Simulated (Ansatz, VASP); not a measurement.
**Two plane-wave programs on Cu2Os**

```
Cu Os
1.0
     0.00000    3.39727    3.39727
     3.39727    0.00000    3.39727
     3.39727    3.39727    0.00000
Cu Os
4 2
Direct
  0.62500 0.62500 0.62500
  0.12500 0.62500 0.62500
  0.62500 0.62500 0.12500
  0.62500 0.12500 0.62500
  0.00000 0.00000 0.00000
  0.25000 0.25000 0.25000
```

Alike in both runs: task relaxation of cell and atoms; functional PBE; k mesh 4 × 4 × 4; occupations gaussian, width 0.1 eV; no spin polarisation.

```csv
,VASP,Ansatz
version,VASP 6.6.1,Ansatz 0.2.0
potentials or method,"VASP PAW PBE potentials, release 64 (Cu, Os), cutoff 600 eV","scalar-relativistic, plane waves, PAW"
valence electrons in the cell,60,108
```

Ansatz gave:

```
gap on the k mesh at the Fermi level, each at its own relaxed structure (eV) : none
relaxed volume (Å³/atom)                                                     : 12.43
relaxed cell length with the largest relative difference (Å)                 : 4.725
```

What did VASP give for the same quantities?

gap on the k mesh at the Fermi level, each at its own relaxed structure (eV): none; relaxed volume (Å³/atom): 12.45; relaxed cell length with the largest relative difference (Å): 4.727.

A gap of «none» marks a metal or a gap that the smearing closes. VASP's potentials hold 60 valence electrons a cell and Ansatz's 108, so a difference there can come from the potentials and not from the codes.

The k mesh is coarse, so the values compare programs but aren't converged. Spin-orbit coupling is off throughout.
